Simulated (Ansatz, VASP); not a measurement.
# Two plane-wave programs on NiSb

Contents of INCAR:

```
SYSTEM = NiSb
ALGO     = Normal         ! electronic algorithm
EDIFF    = 1E-6           ! SCF threshold, eV
ENCUT    = 520            ! plane-wave cutoff, eV
GGA      = PE             ! functional
ISIF     = 2              ! what is computed and relaxed
ISMEAR   = 0              ! smearing method
ISPIN    = 2              ! spin polarisation
LASPH    = .TRUE.         ! aspherical terms in the spheres
LCHARG   = .FALSE.        ! write CHGCAR
LMAXMIX  = 4              ! l up to which the mixer works
LORBIT   = 11             ! projections on sites
LREAL    = .FALSE.        ! projectors in reciprocal space
LWAVE    = .FALSE.        ! write WAVECAR
MAGMOM   = 0.05 0         ! initial moments
NBANDS   = 18             ! bands
NELM     = 150            ! most SCF steps
PREC     = Accurate       ! precision mode
SIGMA    = 0.05           ! smearing width, eV
```

Contents of KPOINTS:

```
k-points
0
G
  12 12 12
  0 0 0
```

File POSCAR:

```
NiSb
1.0
    0.0000000000      2.6337378275      2.6337378275
    2.6337378275      0.0000000000      2.6337378275
    2.6337378275      2.6337378275      0.0000000000
Ni Sb
1 1
Direct
    0.5000000000      0.5000000000      0.5000000000
    0.0379688513     -0.0379688513      0.0379688513
```

Input for Ansatz:

```yaml
crystal:
  lattice:
    - [0.0, 2.6337378275, 2.6337378275]
    - [2.6337378275, 0.0, 2.6337378275]
    - [2.6337378275, 2.6337378275, 0.0]
  atoms:
    - { symbol: Ni, position: [0.5, 0.5, 0.5], spin: 0.05 }
    - { symbol: Sb, position: [0.0379688513, -0.0379688513, 0.0379688513] }
basis:
  ecutwfc: 420
  ecutrho_ratio: 4
kpoints:
  mp_grid: { grid: [12, 12, 12] }
hamiltonian:
  xc: pbe
scf:
  occupations: { method: gaussian, width: 0.05 }
  lower_state_search: "off"
output:
  forces: true
  stress: true
  eigenvalues: true
  populations: true
magnetization:
  spin_polarized: true
checkpoint:
  read: start.run
  write: ck
  compress: false
  write_wavefunctions: false
  write_every: 100000
```

Alike in both runs: task single point; functional PBE; k mesh 12 × 12 × 12; occupations gaussian, width 0.05 eV; collinear spin.

```csv
,VASP,Ansatz
version,VASP 6.6.1,Ansatz 0.2.0
potentials or method,"VASP PAW PBE potentials, release 64 (Ni, Sb), cutoff 520 eV","scalar-relativistic, plane waves, PAW"
valence electrons in the cell,15,33
```

VASP gave:

- gap on the k mesh at the Fermi level (eV): none
- pressure (GPa): 2.2
- traceless stress, the component that is largest in VASP (GPa): 3.93
- rms of the force components (eV/Å): 0.498
- net moment per atom (μB): 0.00

Task: What did Ansatz give for the same quantities?

Result: gap on the k mesh at the Fermi level (eV): none; pressure (GPa): 1.8; traceless stress, the component that is largest in VASP (GPa): 4.01; rms of the force components (eV/Å): 0.505; net moment per atom (μB): 0.00.

Atom by atom the forces differ by 0.007 eV/Å (rms over components). A gap of «none» marks a metal or a gap that the smearing closes. VASP's potentials hold 15 valence electrons a cell and Ansatz's 33, so a difference there can come from the potentials and not from the codes. Ansatz's warnings: seeded moment not kept.

Spin-orbit coupling is off throughout.
